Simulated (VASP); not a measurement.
# Sn8O in VASP: a series of runs

Runs on Sn8O. Level: PBEsol. Tasks: single point.

Everything below comes from runs of VASP 6.6.1. Logs are shortened: lines on timing, memory, paths and dates and some standing lists are left out, and cuts for length are marked.

### Step 1. The cell of the first run

The cell holds a slab with vacuum, 9 atoms: a = 4.626 Å, b = 6.542 Å, c = 25.938 Å, α = 90.00°, β = 90.00°, γ = 90.00°.

### Step 2. Single point, PBEsol

INCAR

```
ALGO     = Normal         # electronic algorithm
DIPOL    = 0.5 0.5 0.484
EDIFF    = 1E-7           # SCF threshold, eV
ENCUT    = 520            # plane-wave cutoff, eV
GGA      = PS             # functional
IDIPOL   = 3            
ISIF     = 2              # what is computed and relaxed
ISMEAR   = 0              # smearing method
LASPH    = T              # aspherical terms in the spheres
LCHARG   = T              # write CHGCAR
LDIPOL   = T            
LELF     = T              # ELF
LREAL    = F              # projectors in reciprocal space
LVACPOTAV= T            
LVHAR    = T            
LWAVE    = F              # write WAVECAR
NBANDS   = 69             # bands
NELM     = 60             # most SCF steps
PREC     = Accurate       # precision mode
SIGMA    = 0.1            # smearing width, eV
```

KPOINTS

```
k-points
0
Gamma
  6 5 1
```

POSCAR

```
Sn8O
1.0
    4.6255804186      0.0000000000      0.0000000000
    0.0000000000      6.5415585618      0.0000000000
    0.0000000000      0.0000000000     25.9383706279
Sn O
8 1
Direct
    0.5000000000      0.0000000000      0.3276998437
    0.0000000000      0.2500000000      0.3276998437
    0.0000000000      0.5000000000      0.4168646660
    0.5000000000      0.7500000000      0.4168646660
    0.5000000000     -0.0008212281      0.5077593930
    0.0000000000      0.2508212281      0.5077593930
    0.0000000000      0.5006201598      0.5966396219
    0.5000000000      0.7493798402      0.5966396219
    0.0000000000      0.6672868265      0.6574208980
```

Potentials or basis: VASP PAW PBE potentials, release 64 (Sn_d, O).

Command:

```sh
$ cat potpaw_PBE.64/Sn_d/POTCAR potpaw_PBE.64/O/POTCAR > POTCAR
$ mpirun -np 1 vasp_std > vasp.out
```

OUTCAR:

```text
EDIFF = 1E-7
   ENCUT = 520
   GGA = PS
   ISIF = 2
   ISMEAR = 0
   LASPH = T
   LREAL = F
   NELM = 60
   PREC = Accurate

 ion  position               nearest neighbor table
   1  0.500  0.000  0.328-   4 2.83   2 2.83   2 2.83
   2  0.000  0.250  0.328-   3 2.83   1 2.83   1 2.83
   3  0.000  0.500  0.417-   2 2.83   4 2.83   4 2.83   6 2.87
   4  0.500  0.750  0.417-   1 2.83   3 2.83   3 2.83   5 2.87
   5  0.500  0.999  0.508-   8 2.83   6 2.84   6 2.84   4 2.87
   6  0.000  0.251  0.508-   7 2.83   5 2.84   5 2.84   3 2.87
   7  0.000  0.501  0.597-   9 1.92   6 2.83   8 2.83   8 2.83
   8  0.500  0.749  0.597-   5 2.83   7 2.83   7 2.83   9 2.85   9 2.85
   9  0.000  0.667  0.657-   7 1.92   8 2.85   8 2.85

  LATTYP: Found a simple orthorhombic cell.
 ALAT       =     4.6255804186
 B/A-ratio  =     1.4142135624
 C/A-ratio  =     5.6075926220

  Lattice vectors:

 A1 = (   4.6255804186,   0.0000000000,   0.0000000000)
 A2 = (   0.0000000000,   6.5415585618,   0.0000000000)
 A3 = (   0.0000000000,   0.0000000000,  25.9383706279)

Analysis of symmetry for initial positions (statically):
=====================================================================
 Subroutine PRICEL returns:
 Original cell was already a primitive cell.

 Routine SETGRP: Setting up the symmetry group for a
 simple orthorhombic supercell.

 Subroutine GETGRP returns: Found  2 space group operations
 (whereof  2 operations were pure point group operations)
 out of a pool of  8 trial point group operations.

The static configuration has the point symmetry C_1h.

Analysis of symmetry for dynamics (positions and initial velocities):
=====================================================================
 Subroutine PRICEL returns:
 Original cell was already a primitive cell.

 Routine SETGRP: Setting up the symmetry group for a
 simple orthorhombic supercell.

 Subroutine GETGRP returns: Found  2 space group operations
 (whereof  2 operations were pure point group operations)
 out of a pool of  8 trial point group operations.

The dynamic configuration has the point symmetry C_1h.

 Subroutine INISYM returns: Found  2 space group operations
 (whereof  2 operations are pure point group operations),
 and found     1 'primitive' translations

----------------------------------------------------------------------------------------

                                     Primitive cell

  volume of cell :     784.8563

  direct lattice vectors                    reciprocal lattice vectors
     4.625580419  0.000000000  0.000000000     0.216189085  0.000000000  0.000000000
     0.000000000  6.541558562  0.000000000     0.000000000  0.152868768  0.000000000
     0.000000000  0.000000000 25.938370628     0.000000000  0.000000000  0.038552923

  length of vectors
     4.625580419  6.541558562 25.938370628     0.216189085  0.152868768  0.038552923

  position of ions in fractional coordinates (direct lattice)
     0.500000000  0.000000000  0.327699844
     0.000000000  0.250000000  0.327699844
     0.000000000  0.500000000  0.416864666
     0.500000000  0.750000000  0.416864666
     0.500000000  0.999178772  0.507759393
     0.000000000  0.250821228  0.507759393
     0.000000000  0.500620160  0.596639622
     0.500000000  0.749379840  0.596639622
     0.000000000  0.667286827  0.657420898

  ion indices of the primitive-cell ions
   primitive index   ion index
                 1           1
                 2           2
                 3           3
                 4           4
                 5           5
                 6           6
                 7           7
                 8           8
                 9           9

----------------------------------------------------------------------------------------

 KPOINTS: k-points

Automatic generation of k-mesh.
 Grid dimensions read from file:
 generate k-points for:    6    5    1

 Generating k-lattice:

  Cartesian coordinates                     Fractional coordinates (reciprocal lattice)
     0.036031514  0.000000000  0.000000000     0.166666667  0.000000000  0.000000000
     0.000000000  0.030573754  0.000000000     0.000000000  0.200000000  0.000000000
     0.000000000  0.000000000  0.038552923     0.000000000  0.000000000  1.000000000

  Length of vectors
     0.036031514  0.030573754  0.038552923

  Shift w.r.t. Gamma in fractional coordinates (k-lattice)
     0.000000000  0.000000000  0.000000000

 Subroutine IBZKPT returns following result:
 ===========================================

 Found     12 irreducible k-points:

 Following reciprocal coordinates:
            Coordinates               Weight
  0.000000  0.000000  0.000000      1.000000
  0.166667  0.000000  0.000000      2.000000
  0.333333  0.000000  0.000000      2.000000
  0.500000  0.000000  0.000000      1.000000
  0.000000  0.200000  0.000000      2.000000
  0.166667  0.200000  0.000000      4.000000
  0.333333  0.200000  0.000000      4.000000
  0.500000  0.200000  0.000000      2.000000
  0.000000  0.400000  0.000000      2.000000
  0.166667  0.400000  0.000000      4.000000
  0.333333  0.400000  0.000000      4.000000
  0.500000  0.400000  0.000000      2.000000
   k-points           NKPTS =     12   k-points in BZ     NKDIM =     12   number of bands    NBANDS=     69
   number of dos      NEDOS =    301   number of ions     NIONS =      9
   total plane-waves  NPLWV = 352800
   dimension x,y,z NGX =    36 NGY =   50 NGZ =  196
   dimension x,y,z NGXF=    72 NGYF=  100 NGZF=  392
   ions per type =               8   1
   NGX,Y,Z   is equivalent  to a cutoff of  12.94, 12.71, 12.56 a.u.
   NGXF,Y,Z  is equivalent  to a cutoff of  25.88, 25.41, 25.12 a.u.
 SYSTEM =  unknown system
   PREC   = accura    normal or accurate (medium, high low for compatibility)
   ISTART =      0    job   : 0-new  1-cont  2-samecut
   ICHARG =      2    charge: 1-file 2-atom 10-const
   ISPIN  =      1    spin polarized calculation?
   LNONCOLLINEAR =      F non collinear calculations
   LSORBIT =      F    spin-orbit coupling
   LASPH  =      T    aspherical Exc in radial PAW
   ENCUT  =  520.0 eV  38.22 Ry    6.18 a.u.   8.60 12.16 48.23*2*pi/ulx,y,z
   NELM   =     60;   NELMIN=  2; NELMDL= -5     # of ELM steps
   EDIFF  = 0.1E-06   stopping-criterion for ELM
   LREAL  =      F    real-space projection
   EDIFFG = 0.1E-05   stopping-criterion for IOM
   NSW    =      0    number of steps for IOM
   IBRION =     -1    ionic relax: 0-MD 1-quasi-New 2-CG
   NFREE  =      0    steps in history (QN), initial steepest desc. (CG)
   ISIF   =      2    stress and relaxation
   ISYM   =      2    0-nonsym 1-usesym 2-fastsym
   POTIM  = 0.5000    time-step for ionic-motion
   TEBEG  =    0.0;   TEEND  =   0.0 temperature during run
   PSTRESS=    0.0 pullay stress
   NELECT =     118.0000    total number of electrons
   NUPDOWN=      -1.0000    fix difference up-down
   EMIN   =  10.00;   EMAX   =-10.00  energy-range for DOS
   EFERMI =   0.00;   METHOD = LEGACY
   ISMEAR =     0;   SIGMA  =   0.10  broadening in eV -4-tet -1-fermi 0-gaus
   EFERMI_NEDOS =   21; number of points for ismear=-14 and -15
   IALGO  =     38    algorithm
   IMIX   =      4    mixing-type and parameters
     AMIX     =   0.40;   BMIX     =  1.00
     AMIX_MAG =   1.60;   BMIX_MAG =  1.00
  volume/ion in A,a.u.               =      87.21       588.50
  Fermi-wavevector in a.u.,A,eV,Ry     =   0.870507  1.645019 10.310249  0.757782
  Thomas-Fermi vector in A             =   1.989482
   LORBIT       =      0    0 simple, 1 ext, 2 COOP (PROOUT), +10 PAW based schemes
   GGA     = PS    functional components
   LHFCALC =     F    Hartree Fock is set to
   AEXX    =    0.0000 exact exchange contribution
   IVDW    =     0    specifies the selected vdW correction
   LEPSILON=     F    determine dielectric tensor
   LRPA    =     F    only Hartree local field effects (RPA)
 non-spin polarized calculation
 Gauss-broadening in eV      SIGMA  =   0.10
  energy-cutoff  :      520.00
  volume of cell :      784.86
 maximum number of plane-waves:     21178
 NGX is ok and might be reduce to    36
   NGX = 17   NGY = 25   NGZ = 97

 dipolmoment           0.000000      0.000000     -0.171887 electrons x Angstroem

 number of electron     117.9999956 magnetization

 dipolmoment           0.000000      0.000000      0.262374 electrons x Angstroem

 Free energy of the ion-electron system (eV)
  ---------------------------------------------------
  ext. energy  EPLUGINS =         0.00000000
  ---------------------------------------------------
  free energy    TOTEN  =       -35.92799904 eV

  energy without entropy =      -35.88596225  energy(sigma->0) =      -35.90698065

 E-fermi :  -1.4770     XC(G=0):  -3.8463

 val. band max:       -1.4871842908   @ k =   0.3333   0.0000   0.0000
 cond. band min:      -1.4703985482   @ k =   0.3333   0.4000   0.0000
 fundamental gap:      0.0167857426
 Fermi energy:        -1.4769813227

 k-point     1 :       0.0000    0.0000    0.0000
  band No.  band energies     occupation
      1     -23.2944      2.00000
      2     -23.0952      2.00000
      3     -23.0269      2.00000
      4     -23.0048      2.00000
      5     -22.9876      2.00000
      6     -22.9525      2.00000
[... 61 lines left out ...]
     68       1.4888      0.00000
     69       1.9893      0.00000

 k-point     2 :       0.1667    0.0000    0.0000
  band No.  band energies     occupation
      1     -23.2976      2.00000
      2     -23.0997      2.00000
      3     -23.0282      2.00000
      4     -23.0049      2.00000
      5     -22.9951      2.00000
      6     -22.9413      2.00000
[... 61 lines left out ...]
     68       1.5792      0.00000
     69       1.9764      0.00000

 k-point     3 :       0.3333    0.0000    0.0000
  band No.  band energies     occupation
      1     -23.3034      2.00000
      2     -23.0980      2.00000
      3     -23.0229      2.00000
      4     -23.0182      2.00000
      5     -23.0018      2.00000
      6     -22.9429      2.00000
[... 637 lines left out ...]
     68       2.4120      0.00000
     69       2.7036      0.00000

 k-point    12 :       0.5000    0.4000    0.0000
  band No.  band energies     occupation
      1     -23.3066      2.00000
      2     -23.0913      2.00000
      3     -23.0363      2.00000
      4     -23.0124      2.00000
      5     -23.0084      2.00000
      6     -22.9375      2.00000
[... 61 lines left out ...]
     68       2.2253      0.00000
     69       2.8827      0.00000

------------------------ aborting loop because EDIFF is reached ----------------------------------------

  FORCE on cell =-STRESS in cart. coord.  units (eV):
  Direction    XX          YY          ZZ          XY          YZ          ZX
  --------------------------------------------------------------------------------------
  -------------------------------------------------------------------------------------
  Total        0.8119370      1.3962780      0.4171369      0.0000000      1.1198584      0.0000000
  in kB        1.6574588      2.8503114      0.8515282      0.0000000      2.2860384      0.0000000
  external PRESSURE =       1.7864328 kB  Pullay stress =       0.0000000 kB

 VOLUME and BASIS-vectors are now :
 -----------------------------------------------------------------------------
  energy-cutoff  :      520.00
  volume of cell :      784.86
      direct lattice vectors                 reciprocal lattice vectors
     4.625580419  0.000000000  0.000000000     0.216189085  0.000000000  0.000000000
     0.000000000  6.541558562  0.000000000     0.000000000  0.152868768  0.000000000
     0.000000000  0.000000000 25.938370628     0.000000000  0.000000000  0.038552923

 POSITION                                       TOTAL-FORCE (eV/Angst)
 -----------------------------------------------------------------------------------
      2.31279      0.00000      8.50000         0.000000      0.023323      0.016964
      0.00000      1.63539      8.50000         0.000000     -0.050701     -0.035272
      0.00000      3.27078     10.81279         0.000000     -0.030213      0.039436
      2.31279      4.90617     10.81279         0.000000      0.118502     -0.005078
      2.31279      6.53619     13.17045         0.000000     -0.059298      0.048499
      0.00000      1.64076     13.17045         0.000000     -0.118538     -0.246867
      0.00000      3.27484     15.47586         0.000000     -0.673638     -0.457437
      2.31279      4.90211     15.47586         0.000000      0.200167      0.566833
      0.00000      4.36510     17.05243         0.000000      0.590395      0.072923
 -----------------------------------------------------------------------------------
    total drift:                                0.000000     -0.000197     -0.001480

  FREE ENERGIE OF THE ION-ELECTRON SYSTEM (eV)
  ---------------------------------------------------
  free  energy   TOTEN  =       -35.9279990421 eV

  energy  without entropy=      -35.8859622480  energy(sigma->0) =      -35.90698065

 vacuum level on the upper side and lower side of the slab         4.519         2.949
```

It took 17 min on 1 thread of Intel Xeon 6975P-C (Granite Rapids), shared host; peak memory 0.94 GiB.

What came out:

| Item | Value |
| --- | --- |
| Free energy | -35.9280 eV |
| Largest force | 0.814 eV/Å |
| Band gap on the k mesh | zero (bands 59 and 60 overlap by 0.32 eV) |

Forces in eV/Å, atoms in the order of the input:
```
Sn   0.000  0.023  0.017
Sn   0.000 -0.051 -0.035
Sn   0.000 -0.030  0.039
Sn   0.000  0.119 -0.005
Sn   0.000 -0.059  0.048
Sn   0.000 -0.119 -0.247
Sn   0.000 -0.674 -0.457
Sn   0.000  0.200  0.567
O    0.000  0.590  0.073
```

Caveat: the PAW data sets were made with another functional, which shifts forces and pressure a little; spin-orbit coupling is left out, which moves the levels of the heavy elements.

(Continued in part 2 of 2.)

The gap in the log of VASP goes by the Fermi energy; the results here count the filled bands.